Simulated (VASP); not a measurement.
The system is Te.

```
Te
1.0
     4.86879    0.00000    0.00000
    -2.43439    4.21649    0.00000
     0.00000    0.00000    9.96883
Te
4
Direct
  0.33333 0.66667 0.46063
  0.66667 0.33333 0.96063
  0.66667 0.33333 0.53937
  0.33333 0.66667 0.03937
```

This isn't the form of Te at room conditions, which is trigonal, of chains.

```yaml
Program: VASP 6.6.1
Task: relaxation of cell and atoms
Functional: PBEsol
Potentials_or_basis: VASP PAW PBE potentials, release 64 (Te)
Cutoff: 600 eV
k_mesh: 12 × 12 × 6
Occupations: gaussian, width 0.1 eV
Spin: no spin polarisation
```

At the start: pressure 0.2 GPa; volume 51.16 Å³/atom.

**Question.** How do energy, volume and symmetry change on relaxing?

**Answer.** Over 9 steps the energy falls by 2.8 meV/atom and the volume is 51.52 Å³/atom (+0.7 %); space group P6_3/mmc (No. 194, to 0.1 Å) before and after.

The path:
```
step  energy change (eV)  largest force (eV/Å)  pressure (GPa)  volume (Å³)
   1              0.0000                0.1122            0.23       204.65
   2             -0.0051                0.1357           -0.14       206.81
   3             -0.0052                0.1383           -0.19       207.10
   4             -0.0095                0.0727           -0.11       206.68
   5             -0.0110                0.0006           -0.03       206.23
   6             -0.0110                0.0024           -0.03       206.25
   7             -0.0110                0.0052           -0.04       206.27
   8             -0.0110                0.0015            0.03       205.92
   9             -0.0111                0.0035            0.00       206.08
```

Final structure:
```cif
data_structure
_symmetry_space_group_name_H-M 'P 1'
_symmetry_Int_Tables_number 1
_cell_length_a 4.9075
_cell_length_b 4.9075
_cell_length_c 9.8805
_cell_angle_alpha 90.000
_cell_angle_beta 90.000
_cell_angle_gamma 120.000
_cell_volume 206.08
loop_
_atom_site_label
_atom_site_type_symbol
_atom_site_fract_x
_atom_site_fract_y
_atom_site_fract_z
_atom_site_occupancy
Te1 Te 0.33333 0.66667 0.46316 1
Te2 Te 0.66667 0.33333 0.96316 1
Te3 Te 0.66667 0.33333 0.53684 1
Te4 Te 0.33333 0.66667 0.03684 1
```

Caveat: the highest band is partly filled, so the run has too few bands; the PAW data sets were made with another functional, which shifts forces and pressure a little; this functional lacks dispersion, which binds layers or chains, so the pressure and a relaxed spacing across them are unreliable.
